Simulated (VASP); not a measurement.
# SnO (Pmn2_1) in VASP: further runs, part 2 of 2

VASP 6.6.1. Earlier steps stand in the parts before.

## 3. Single point, PBEsol (the distance across one plane changed)

Contents of INCAR:

```
PREC = Accurate
ENCUT = 520
EDIFF = 1E-7
ISMEAR = 0
SIGMA = 0.05
LREAL = False
LASPH = True
NELM = 60
ALGO = Normal
ISIF = 2
LWAVE = False
LCHARG = False
GGA = PS
NBANDS = 50
```

Contents of KPOINTS:

```
regular mesh
0
Gamma
  7 8 3
```

Contents of POSCAR:

```
SnO
1.0
    0.0000000000      0.0000000000     -3.8941645687
   -3.3156086772      0.0000000000      0.0000000000
    0.0000000000     14.4100010796      0.0000000000
Sn O
4 4
Direct
    0.4738257379      0.0000000000      0.6864164767
    0.4738257379      0.0000000000      0.2905108478
    0.9738257379      0.5000000000      0.1053947811
    0.9738257379      0.5000000000      0.5013004100
    0.2761732621      0.0000000000      0.1525648589
    0.2761732621      0.0000000000      0.5484704878
    0.7761732621      0.5000000000      0.6392463989
    0.7761732621      0.5000000000      0.2433407700
```

Potentials or basis: VASP PAW PBE potentials, release 64 (Sn_d, O).

The run is started by

```bash
$ cat potpaw_PBE.64/Sn_d/POTCAR potpaw_PBE.64/O/POTCAR > POTCAR
$ mpirun -np 1 vasp_std > vasp.out
```

OUTCAR:

```text
PREC = Accurate
   ENCUT = 520
   EDIFF = 1E-7
   ISMEAR = 0
   LREAL = False
   LASPH = True
   NELM = 60
   ISIF = 2
   GGA = PS

 ion  position               nearest neighbor table
   1  0.474  0.000  0.686-   6 2.13   7 2.14   7 2.14   4 3.70   4 3.70   4 3.70   4 3.70
   2  0.474  0.000  0.291-   5 2.13   8 2.14   8 2.14   3 3.70   3 3.70   3 3.70   3 3.70
   3  0.974  0.500  0.105-   8 2.13   5 2.14   5 2.14   2 3.70   2 3.70   2 3.70   2 3.70
   4  0.974  0.500  0.501-   7 2.13   6 2.14   6 2.14   1 3.70   1 3.70   1 3.70   1 3.70
   5  0.276  0.000  0.153-   2 2.13   3 2.14   3 2.14
   6  0.276  0.000  0.548-   1 2.13   4 2.14   4 2.14
   7  0.776  0.500  0.639-   4 2.13   1 2.14   1 2.14
   8  0.776  0.500  0.243-   3 2.13   2 2.14   2 2.14

  LATTYP: Found a simple orthorhombic cell.
 ALAT       =     3.3156086772
 B/A-ratio  =     1.1744946246
 C/A-ratio  =     4.3461103171

  Lattice vectors:

 A1 = (   3.3156086772,   0.0000000000,   0.0000000000)
 A2 = (   0.0000000000,   0.0000000000,  -3.8941645687)
 A3 = (   0.0000000000,  14.4100010796,   0.0000000000)

Analysis of symmetry for initial positions (statically):
=====================================================================
 Subroutine PRICEL returns:
 Original cell was already a primitive cell.

 Routine SETGRP: Setting up the symmetry group for a
 simple orthorhombic supercell.

 Subroutine GETGRP returns: Found  4 space group operations
 (whereof  2 operations were pure point group operations)
 out of a pool of  8 trial point group operations.

The static configuration has the point symmetry C_1h.
 The point group associated with its full space group is C_2v.

Analysis of symmetry for dynamics (positions and initial velocities):
=====================================================================
 Subroutine PRICEL returns:
 Original cell was already a primitive cell.

 Routine SETGRP: Setting up the symmetry group for a
 simple orthorhombic supercell.

 Subroutine GETGRP returns: Found  4 space group operations
 (whereof  2 operations were pure point group operations)
 out of a pool of  8 trial point group operations.

The dynamic configuration has the point symmetry C_1h.
 The point group associated with its full space group is C_2v.

 Subroutine INISYM returns: Found  4 space group operations
 (whereof  2 operations are pure point group operations),
 and found     1 'primitive' translations

----------------------------------------------------------------------------------------

                                     Primitive cell

  volume of cell :     186.0551

  direct lattice vectors                    reciprocal lattice vectors
     0.000000000  0.000000000 -3.894164569     0.000000000  0.000000000 -0.256794489
    -3.315608677  0.000000000  0.000000000    -0.301603747  0.000000000  0.000000000
     0.000000000 14.410001080  0.000000000     0.000000000  0.069396247  0.000000000

  length of vectors
     3.894164569  3.315608677 14.410001080     0.256794489  0.301603747  0.069396247
[... 50 lines left out ...]
  0.000000  0.000000  0.000000      1.000000
  0.142857  0.000000  0.000000      2.000000
  0.285714  0.000000  0.000000      2.000000
  0.428571  0.000000  0.000000      2.000000
  0.000000  0.125000  0.000000      2.000000
  0.142857  0.125000  0.000000      4.000000
[... 16 lines left out ...]
  0.285714  0.000000  0.333333      4.000000
  0.428571  0.000000  0.333333      4.000000
 [... further k-points ...]
   k-points           NKPTS =     40   k-points in BZ     NKDIM =     40   number of bands    NBANDS=     50
   number of dos      NEDOS =    301   number of ions     NIONS =      8
   total plane-waves  NPLWV =  90720
   dimension x,y,z NGX =    30 NGY =   28 NGZ =  108
   dimension x,y,z NGXF=    60 NGYF=   56 NGZF=  216
   ions per type =               4   4
   NGX,Y,Z   is equivalent  to a cutoff of  12.81, 14.04, 12.46 a.u.
   NGXF,Y,Z  is equivalent  to a cutoff of  25.61, 28.08, 24.92 a.u.
 SYSTEM =  unknown system
   PREC   = accura    normal or accurate (medium, high low for compatibility)
   ISTART =      0    job   : 0-new  1-cont  2-samecut
   ICHARG =      2    charge: 1-file 2-atom 10-const
   ISPIN  =      1    spin polarized calculation?
   LNONCOLLINEAR =      F non collinear calculations
   LSORBIT =      F    spin-orbit coupling
   LASPH  =      T    aspherical Exc in radial PAW
   ENCUT  =  520.0 eV  38.22 Ry    6.18 a.u.   7.24  6.16 26.79*2*pi/ulx,y,z
   NELM   =     60;   NELMIN=  2; NELMDL= -5     # of ELM steps
   EDIFF  = 0.1E-06   stopping-criterion for ELM
   LREAL  =      F    real-space projection
   EDIFFG = 0.1E-05   stopping-criterion for IOM
   NSW    =      0    number of steps for IOM
   IBRION =     -1    ionic relax: 0-MD 1-quasi-New 2-CG
   NFREE  =      0    steps in history (QN), initial steepest desc. (CG)
   ISIF   =      2    stress and relaxation
   ISYM   =      2    0-nonsym 1-usesym 2-fastsym
   POTIM  = 0.5000    time-step for ionic-motion
   TEBEG  =    0.0;   TEEND  =   0.0 temperature during run
   PSTRESS=    0.0 pullay stress
   NELECT =      80.0000    total number of electrons
   NUPDOWN=      -1.0000    fix difference up-down
   EMIN   =  10.00;   EMAX   =-10.00  energy-range for DOS
   EFERMI =   0.00;   METHOD = LEGACY
   ISMEAR =     0;   SIGMA  =   0.05  broadening in eV -4-tet -1-fermi 0-gaus
   EFERMI_NEDOS =   21; number of points for ismear=-14 and -15
   IALGO  =     38    algorithm
   IMIX   =      4    mixing-type and parameters
     AMIX     =   0.40;   BMIX     =  1.00
     AMIX_MAG =   1.60;   BMIX_MAG =  1.00
  volume/ion in A,a.u.               =      23.26       156.95
  Fermi-wavevector in a.u.,A,eV,Ry     =   1.235637  2.335016 20.773365  1.526799
  Thomas-Fermi vector in A             =   2.370279
   LORBIT       =      0    0 simple, 1 ext, 2 COOP (PROOUT), +10 PAW based schemes
   GGA     = PS    functional components
   LHFCALC =     F    Hartree Fock is set to
   AEXX    =    0.0000 exact exchange contribution
   IVDW    =     0    specifies the selected vdW correction
   LEPSILON=     F    determine dielectric tensor
   LRPA    =     F    only Hartree local field effects (RPA)
 non-spin polarized calculation
 Gauss-broadening in eV      SIGMA  =   0.05
  energy-cutoff  :      520.00
  volume of cell :      186.06
 maximum number of plane-waves:      5047
 NGX is ok and might be reduce to    30
   NGX = 15   NGY = 13   NGZ = 53

 number of electron      80.0000024 magnetization

 Free energy of the ion-electron system (eV)
  ---------------------------------------------------
  ext. energy  EPLUGINS =         0.00000000
  ---------------------------------------------------
  free energy    TOTEN  =       -47.50350504 eV

  energy without entropy =      -47.50350504  energy(sigma->0) =      -47.50350504

 E-fermi :   3.3950     XC(G=0):  -8.5975

 val. band max:        3.1354389422   @ k =   0.0000   0.1250   0.0000
 cond. band min:       5.0771637366   @ k =   0.0000   0.3750   0.0000
 fundamental gap:      1.9417247944
 Fermi energy:         3.3949950670

 k-point     1 :       0.0000    0.0000    0.0000
  band No.  band energies     occupation
      1     -17.7158      2.00000
      2     -17.7102      2.00000
      3     -17.3569      2.00000
      4     -17.3538      2.00000
      5     -17.2675      2.00000
      6     -17.2631      2.00000
[... 1261 lines left out ...]
     49      10.5204      0.00000
     50      10.6732      0.00000

 [... further k-points ...]

------------------------ aborting loop because EDIFF is reached ----------------------------------------

  FORCE on cell =-STRESS in cart. coord.  units (eV):
  Direction    XX          YY          ZZ          XY          YZ          ZX
  --------------------------------------------------------------------------------------
  -------------------------------------------------------------------------------------
  Total        0.6267029      0.0606550      0.1807273      0.0000000      0.0000000      0.0000000
  in kB        5.3967299      0.5223183      1.5562983      0.0000000      0.0000000      0.0000000
  external PRESSURE =       2.4917822 kB  Pullay stress =       0.0000000 kB

 VOLUME and BASIS-vectors are now :
 -----------------------------------------------------------------------------
  energy-cutoff  :      520.00
  volume of cell :      186.06
      direct lattice vectors                 reciprocal lattice vectors
     0.000000000  0.000000000 -3.894164569     0.000000000  0.000000000 -0.256794489
    -3.315608677  0.000000000  0.000000000    -0.301603747  0.000000000  0.000000000
     0.000000000 14.410001080  0.000000000     0.000000000  0.069396247  0.000000000

 POSITION                                       TOTAL-FORCE (eV/Angst)
 -----------------------------------------------------------------------------------
      0.00000      9.89126     -1.84516         0.000000      0.001833      0.074851
      0.00000      4.18626     -1.84516         0.000000      0.083369      0.029673
     -1.65780      1.51874     -3.79224         0.000000     -0.001833      0.074851
     -1.65780      7.22374     -3.79224         0.000000     -0.083369      0.029673
      0.00000      2.19846     -1.07546         0.000000     -0.037835     -0.058598
      0.00000      7.90346     -1.07546         0.000000      0.053087     -0.045926
     -1.65780      9.21154     -3.02255         0.000000      0.037835     -0.058598
     -1.65780      3.50654     -3.02255         0.000000     -0.053087     -0.045926
 -----------------------------------------------------------------------------------
    total drift:                               -0.000000      0.000006     -0.001086

  FREE ENERGIE OF THE ION-ELECTRON SYSTEM (eV)
  ---------------------------------------------------
  free  energy   TOTEN  =       -47.5035050424 eV

  energy  without entropy=      -47.5035050424  energy(sigma->0) =      -47.50350504
```

Wall time 6.4 min (1 thread of Oxide Virtual Turin-like, shared host); peak memory 0.42 GiB.

Results:

```yaml
Free_energy: -47.5035 eV
Pressure: 0.2 GPa
Largest_force: 0.088 eV/Å
Band_gap_on_the_k_mesh: 1.94 eV (least direct gap 2.17 eV)
```

Forces on the atoms (eV/Å):
```
Sn   0.000  0.002  0.075
Sn   0.000  0.083  0.030
Sn   0.000 -0.002  0.075
Sn   0.000 -0.083  0.030
O    0.000 -0.038 -0.059
O    0.000  0.053 -0.046
O    0.000  0.038 -0.059
O    0.000 -0.053 -0.046
```

Levels at points of the mesh, in eV from the valence-band top:
```
           k point  band 38  band 39  band 40  band 41  band 42  band 43
(0.00, 0.00, 0.00)    -1.70    -0.91    -0.01     3.11     3.37     3.46
(0.00, 0.50, 0.00)    -0.86    -0.57    -0.57     2.20     2.20     2.62
```

Caveat: the cell differs from its parent crystal (the distance across one plane changed); the PAW data sets were made with another functional, which shifts forces and pressure a little; spin-orbit coupling is left out, which moves the levels of the heavy elements. A k mesh can miss the band edges.

## 4. Single point, PBEsol (the distance across one plane changed)

Contents of INCAR:

```
PREC = Accurate
ENCUT = 520
EDIFF = 1E-7
ISMEAR = 0
SIGMA = 0.05
LREAL = F
LASPH = T
NELM = 60
ALGO = Normal
ISIF = 2
LWAVE = F
LCHARG = T
GGA = PS
LELF = T
LVHAR = T
NBANDS = 50
```

Contents of KPOINTS:

```
Automatic mesh
0
Gamma
  7 8 3
```

Contents of POSCAR:

```
SnO
1.0
    0.0000000000      0.0000000000     -3.8941645687
   -3.3156086772      0.0000000000      0.0000000000
    0.0000000000     15.9100010796      0.0000000000
Sn O
4 4
Direct
    0.4738257379      0.0000000000      0.6217009113
    0.4738257379      0.0000000000      0.2631213919
    0.9738257379      0.5000000000      0.0954581274
    0.9738257379      0.5000000000      0.4540376467
    0.2761732621      0.0000000000      0.1381809951
    0.2761732621      0.0000000000      0.4967605144
    0.7761732621      0.5000000000      0.5789780436
    0.7761732621      0.5000000000      0.2203985243
```

The run is started by

```bash
$ cat potpaw_PBE.64/Sn_d/POTCAR potpaw_PBE.64/O/POTCAR > POTCAR
$ mpirun -np 1 vasp_std > vasp.out
```

Run time: 7.6 min. Hardware: 1 thread of Oxide Virtual Turin-like, shared host; peak memory 0.46 GiB.

It converged, with:

```
Free energy            : -47.5002 eV
Pressure               : 0.2 GPa
Largest force          : 0.088 eV/Å
Band gap on the k mesh : 1.97 eV (least direct gap 2.18 eV)
```

Forces in eV/Å, atoms in the order of the input:
```
Sn   0.000 -0.002  0.075
Sn   0.000  0.083  0.030
Sn   0.000  0.002  0.075
Sn   0.000 -0.083  0.030
O    0.000 -0.038 -0.059
O    0.000  0.054 -0.046
O    0.000  0.038 -0.059
O    0.000 -0.054 -0.046
```

Stress tensor (GPa, compression positive):
```
0.49 0.00 0.00
0.00 0.07 0.00
0.00 0.00 0.14
```

Levels at points of the mesh, in eV from the valence-band top:
```tsv
k point	band 37	band 38	band 39	band 40	band 41	band 42	band 43	band 44
(0.00, 0.00, 0.00)	-1.85	-1.69	-0.86	-0.01	3.25	3.27	3.48	4.51
(0.00, 0.50, 0.00)	-0.83	-0.83	-0.55	-0.55	2.23	2.23	2.63	2.63
```

Caveat: the cell differs from its parent crystal (the distance across one plane changed); the PAW data sets were made with another functional, which shifts forces and pressure a little; spin-orbit coupling is left out, which moves the levels of the heavy elements. A k mesh can miss the band edges.

## 5. The runs side by side

| cell | gap on the mesh (eV) | pressure (GPa) | largest force (eV/Å) |
| --- | --- | --- | --- |
| a = 3.894, b = 3.316, c = 13.410 Å, 8 atoms | 1.87 | 0.2 | 0.09 |
| a = 3.894, b = 3.316, c = 14.410 Å, 8 atoms | 1.94 | 0.2 | 0.09 |
| a = 3.894, b = 3.316, c = 15.910 Å, 8 atoms | 1.97 | 0.2 | 0.09 |

Alike in all rows: task single point; level PBEsol; potentials or basis VASP PAW PBE potentials, release 64 (Sn_d, O); no spin polarisation; k mesh 7 × 8 × 3; cutoff (eV) 520; smearing gaussian 0.05 eV.

Caveats: the PAW data sets were made with another functional, which shifts forces and pressure a little; spin-orbit coupling is left out, which moves the levels of the heavy elements.

Absolute energies hang on the potentials; compare differences alone.
